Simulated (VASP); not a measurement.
Li4NbO4, 9 atoms in the cell. The structure is monoclinic, space group Cm (No. 8). Conventional cell: a = 10.782 Å, b = 3.260 Å, c = 7.624 Å, α = 90.00°, β = 135.00°, γ = 90.00°. Within 2.4 Å of Li (site symmetry m) lie 4 O at 1.75 to 2.39 Å. Li (site symmetry m) has 4 O at 1.92 to 2.04 Å and 2 Li at 2.51 Å within 2.6 Å. Li (site symmetry m) has 4 O at 1.92 to 2.04 Å and 4 Li at 2.51 to 2.63 Å within 2.7 Å. Within 2.5 Å of Li (site symmetry m) lie 4 O at 1.92 to 2.04 Å. Nb (site symmetry m) has 4 O at 1.94 Å within 2.6 Å. O (site symmetry m) has 4 Li at 1.92 to 2.04 Å and 1 Nb at 1.94 Å within 2.5 Å. O (site symmetry m) has 4 Li at 1.75 to 2.04 Å and 1 Nb at 1.94 Å within 2.3 Å. O (site symmetry m) has 4 Li at 1.92 to 2.39 Å and 1 Nb at 1.94 Å within 2.5 Å.  This cell differs from its parent crystal: atom 1 (Li) moved by +0.203 Å along [1 0 0] and -0.405 Å along [0 1 0].

* Program: VASP 6.6.1
* Task: single point
* Functional: PBEsol
* Potentials or basis: VASP PAW PBE potentials, release 64 (Li_sv, Nb_sv, O)
* Cutoff: 520 eV
* k mesh: 10 × 10 × 10
* Occupations: gaussian, width 0.05 eV
* Spin: no spin polarisation
* Dipole correction: no
* Further INCAR settings: ALGO = Normal; EDIFF = 1e-07; NBANDS = 34

Potentials or basis: VASP PAW PBE potentials, release 64 (Li_sv, Nb_sv, O).

Launch:

```console
$ cat potpaw_PBE.64/Li_sv/POTCAR potpaw_PBE.64/Nb_sv/POTCAR potpaw_PBE.64/O/POTCAR > POTCAR
$ mpirun -np 1 vasp_std > vasp.out
```

Hardware: 1 thread of AMD EPYC 9755 128-Core Processor (shared host).

**Question.** Estimate the wall time of this run.

**Answer.** Wall time 25 min on 1 thread of AMD EPYC 9755 128-Core Processor, with other jobs on the host, peak memory 0.76 GiB. Counts: scf iterations 16, k points 282.
